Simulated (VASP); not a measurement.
A run of VASP 6.6.1 is set up as follows.

File INCAR:

```
PREC = Accurate
ENCUT = 520
EDIFF = 1E-6
ISMEAR = 0
SIGMA = 0.05
LREAL = False
LASPH = True
NELM = 80
ALGO = Normal
ISIF = 2
LWAVE = False
LCHARG = False
GGA = PE
NBANDS = 11
```

File KPOINTS:

```
Automatic mesh
0
Gamma
  12 12 12
```

File POSCAR:

```
SiC
1.0
    0.0000000000      2.0870400000      2.1740000000
    2.0870400000      0.0000000000      2.1740000000
    2.0870400000      2.0870400000      0.0000000000
Si C
1 1
Direct
    0.0000000000      0.0000000000      0.0000000000
    0.7500000000      0.7500000000      0.7500000000
```

Potentials or basis: VASP PAW PBE potentials, release 64 (Si, C).

Run with:

```sh
$ cat potpaw_PBE.64/Si/POTCAR potpaw_PBE.64/C/POTCAR > POTCAR
$ mpirun -np 1 vasp_std > vasp.out
```

**Question.** Estimate the band gap on the k mesh.

**Answer.** 1.04 eV (least direct gap 4.58 eV).

**Question.** What does it give for the pressure?

**Answer.** 26.6 GPa.

Stress tensor (GPa, compression positive):
```
30.48  0.00  0.00
 0.00 30.48  0.00
 0.00  0.00 18.91
```

Caveat: the cell differs from its parent crystal (strain -0.040 along x and y, +0.000 along z); the cell stands under pressure. A k mesh can miss the band edges.
